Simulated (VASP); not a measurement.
# TiAl3 (sol) (Pm-3m) in VASP: notebook, part 2 of 2

VASP 6.6.1. The steps go on from the part before.

## 3. Relaxation of cell and atoms, PBEsol

This run uses another cell than the first one, of 15.47 Å³/atom, 1.006 times its volume.

The input, INCAR:

```
SYSTEM = TiAl3
PREC     = Accurate       ! precision mode
ENCUT    = 600            ! plane-wave cutoff, eV
EDIFF    = 1E-7           ! SCF threshold, eV
ISMEAR   = 0              ! smearing method
SIGMA    = 0.1            ! smearing width, eV
LREAL    = .False.        ! projectors in reciprocal space
LASPH    = .True.         ! aspherical terms in the spheres
NELM     = 80             ! most SCF steps
ALGO     = Normal         ! electronic algorithm
ISIF     = 3              ! what is computed and relaxed
LWAVE    = .False.        ! write WAVECAR
LCHARG   = .False.        ! write CHGCAR
GGA      = PS             ! functional
IBRION   = 2              ! ionic algorithm
NSW      = 100            ! ionic steps
EDIFFG   = -0.002         ! ionic threshold
```

The input, KPOINTS:

```
regular mesh
0
Gamma
  10 10 10
  0 0 0
```

The input, POSCAR:

```
TiAl3
1.0
    3.9556712500      0.0000000000      0.0000000000
    0.0000000000      3.9556712500      0.0000000000
    0.0000000000      0.0000000000      3.9556712500
Ti Al
1 3
Direct
    0.0000000000      0.0000000000      0.0000000000
    0.5000000000      0.5000000000      0.0000000000
    0.5000000000      0.0000000000      0.5000000000
    0.0000000000      0.5000000000      0.5000000000
```

Potentials or basis: VASP PAW PBE potentials, release 64 (Ti_sv, Al).

Launch:

```sh
> cat potpaw_PBE.64/Ti_sv/POTCAR potpaw_PBE.64/Al/POTCAR > POTCAR
> mpirun -np 1 vasp_std > vasp.out
```

OUTCAR:

```text
SYSTEM = TiAl3
   PREC = Accurate
   ENCUT = 600
   EDIFF = 1E-7
   ISMEAR = 0
   LREAL = .False.
   LASPH = .True.
   NELM = 80
   ISIF = 3
   GGA = PS
   IBRION = 2
   NSW = 100
   EDIFFG = -0.002

 ion  position               nearest neighbor table
   1  0.000  0.000  0.000-   2 2.80   3 2.80   4 2.80   3 2.80   4 2.80   2 2.80   4 2.80   4 2.80
                             2 2.80   3 2.80   3 2.80   2 2.80
   2  0.500  0.500  0.000-   1 2.80   3 2.80   4 2.80   3 2.80   4 2.80   1 2.80   3 2.80   3 2.80
                             1 2.80   4 2.80   4 2.80   1 2.80
   3  0.500  0.000  0.500-   1 2.80   2 2.80   4 2.80   1 2.80   2 2.80   2 2.80   4 2.80   2 2.80
                             1 2.80   4 2.80   1 2.80   4 2.80
   4  0.000  0.500  0.500-   1 2.80   2 2.80   3 2.80   1 2.80   2 2.80   1 2.80   3 2.80   1 2.80
                             2 2.80   3 2.80   2 2.80   3 2.80

  LATTYP: Found a simple cubic cell.
 ALAT       =     3.9556712500

  Lattice vectors:

 A1 = (   3.9556712500,   0.0000000000,   0.0000000000)
 A2 = (   0.0000000000,   3.9556712500,   0.0000000000)
 A3 = (   0.0000000000,   0.0000000000,   3.9556712500)

Analysis of symmetry for initial positions (statically):
=====================================================================
 Subroutine PRICEL returns:
 Original cell was already a primitive cell.

 Routine SETGRP: Setting up the symmetry group for a
 simple cubic supercell.

 Subroutine GETGRP returns: Found 48 space group operations
[... 9 lines left out ...]

 Routine SETGRP: Setting up the symmetry group for a
 simple cubic supercell.

 Subroutine GETGRP returns: Found 48 space group operations
[... 11 lines left out ...]
                                     Primitive cell

  volume of cell :      61.8957

  direct lattice vectors                    reciprocal lattice vectors
     3.955671250  0.000000000  0.000000000     0.252801595  0.000000000  0.000000000
     0.000000000  3.955671250  0.000000000     0.000000000  0.252801595  0.000000000
     0.000000000  0.000000000  3.955671250     0.000000000  0.000000000  0.252801595
[... 129 lines left out ...]

 number of electron      20.9999993 magnetization

 Free energy of the ion-electron system (eV)
  ---------------------------------------------------
  ext. energy  EPLUGINS =         0.00000000
  ---------------------------------------------------
  free energy    TOTEN  =       -22.12701096 eV

  energy without entropy =      -22.11609250  energy(sigma->0) =      -22.12155173

------------------------ aborting loop because EDIFF is reached ----------------------------------------

  FORCE on cell =-STRESS in cart. coord.  units (eV):
  Direction    XX          YY          ZZ          XY          YZ          ZX
  --------------------------------------------------------------------------------------
  -------------------------------------------------------------------------------------
  Total       -0.1982678     -0.1982678     -0.1982678      0.0000000     -0.0000000      0.0000000
  in kB       -5.1321836     -5.1321836     -5.1321836      0.0000000     -0.0000000      0.0000000
  external PRESSURE =      -5.1321836 kB  Pullay stress =       0.0000000 kB
[... 63 lines left out ...]
--------------------------------------- Ionic step        3  -------------------------------------------

 number of electron      20.9999994 magnetization

 Free energy of the ion-electron system (eV)
  ---------------------------------------------------
  ext. energy  EPLUGINS =         0.00000000
  ---------------------------------------------------
  free energy    TOTEN  =       -22.12747887 eV

  energy without entropy =      -22.11661900  energy(sigma->0) =      -22.12204894

 E-fermi :   9.1224     XC(G=0): -10.9336

 val. band max:        9.1072929875   @ k =   0.4000   0.4000   0.1000
 cond. band min:       9.1508754209   @ k =   0.1000   0.1000   0.1000
 fundamental gap:      0.0435824334
 Fermi energy:         9.1224407914

 k-point     1 :       0.0000    0.0000    0.0000
  band No.  band energies     occupation
      1     -47.6076      2.00000
      2     -24.0166      2.00000
      3     -24.0166      2.00000
      4     -24.0166      2.00000
      5      -1.7527      2.00000
      6       5.9783      2.00000
      7       5.9783      2.00000
      8       6.9279      2.00000
      9       6.9279      2.00000
     10       6.9279      2.00000
     11       9.2490      0.07349
     12       9.2490      0.07349
     13       9.2490      0.07349
     14       9.7843      0.00000
[... 377 lines left out ...]
      1     -47.6069      2.00000
      2     -24.0300      2.00000
      3     -24.0175      2.00000
      4     -24.0173      2.00000
      5      -0.7055      2.00000
      6       3.0044      2.00000
      7       5.6990      2.00000
      8       6.2564      2.00000
      9       7.2517      2.00000
     10       8.5743      2.00000
     11       8.9802      1.95579
     12       9.6449      0.00000
     13       9.9704      0.00000
     14      11.4669      0.00000

 [... further k-points ...]

------------------------ aborting loop because EDIFF is reached ----------------------------------------

  FORCE on cell =-STRESS in cart. coord.  units (eV):
  Direction    XX          YY          ZZ          XY          YZ          ZX
  --------------------------------------------------------------------------------------
  -------------------------------------------------------------------------------------
  Total        0.0032190      0.0032190      0.0032190      0.0000000     -0.0000000     -0.0000000
  in kB        0.0837141      0.0837141      0.0837141      0.0000000     -0.0000000     -0.0000000
  external PRESSURE =       0.0837141 kB  Pullay stress =       0.0000000 kB
[... 19 lines left out ...]
  FREE ENERGIE OF THE ION-ELECTRON SYSTEM (eV)
  ---------------------------------------------------
  free  energy   TOTEN  =       -22.1274788694 eV

  energy  without entropy=      -22.1166190047  energy(sigma->0) =      -22.12204894

 reached required accuracy - stopping structural energy minimisation
```

OSZICAR:

```text
N       E                     dE             d eps       ncg     rms          rms(c)
DAV:   1     0.132321093217E+03    0.13232E+03   -0.10231E+04  1568   0.155E+03
[... 27 lines left out ...]
DAV:   2    -0.221290526039E+02    0.21817E-03   -0.42470E-02  2126   0.178E+00    0.246E-01
DAV:   3    -0.221274681431E+02    0.15845E-02   -0.11945E-02  2048   0.841E-01    0.429E-02
DAV:   4    -0.221274578033E+02    0.10340E-04   -0.27875E-04  2150   0.149E-01    0.117E-02
DAV:   5    -0.221274723650E+02   -0.14562E-04   -0.39807E-05  2320   0.454E-02    0.149E-02
DAV:   6    -0.221274787238E+02   -0.63588E-05   -0.26672E-05  2298   0.354E-02    0.142E-03
DAV:   7    -0.221274789346E+02   -0.21080E-06   -0.26783E-06  1786   0.122E-02    0.180E-03
DAV:   8    -0.221274788694E+02    0.65234E-07   -0.12418E-07  1446   0.304E-03
   3 F= -.22127479E+02 E0= -.22122049E+02  d E =-.467908E-03
```

Run time: 42 s. Hardware: 1 thread of Intel Xeon 6975P-C (Granite Rapids), shared host; peak memory 0.22 GiB.

Results:

```yaml
Free_energy: -22.1275 eV
Relaxed_volume: 15.40 Å³/atom
Relaxed_cell: a = 3.950 Å, b = 3.950 Å, c = 3.950 Å, α = 90.00°, β = 90.00°, γ = 90.00°
Space_group_after_relaxing_to_0.05_Å: Pm-3m (No. 221)
Energy_gained_by_relaxing: 0.1 meV/atom
Ionic_steps: 3
Pressure_after_relaxing: 0.0 GPa
```

The path:
| step | energy change (eV) | largest force (eV/Å) | pressure (GPa) | volume (Å³) |
| --- | --- | --- | --- | --- |
| 1 | 0.0000 | 0.0000 | -0.51 | 61.90 |
| 2 | -0.0003 | 0.0000 | 0.28 | 61.45 |
| 3 | -0.0005 | 0.0000 | 0.01 | 61.61 |

Final structure:
```
Ti Al
1.0
     3.94951    0.00000    0.00000
     0.00000    3.94951    0.00000
     0.00000    0.00000    3.94951
Ti Al
1 3
Direct
  0.00000 0.00000 0.00000
  0.50000 0.50000 0.00000
  0.50000 0.00000 0.50000
  0.00000 0.50000 0.50000
```

Caveat: the PAW data sets were made with another functional, which shifts forces and pressure a little.
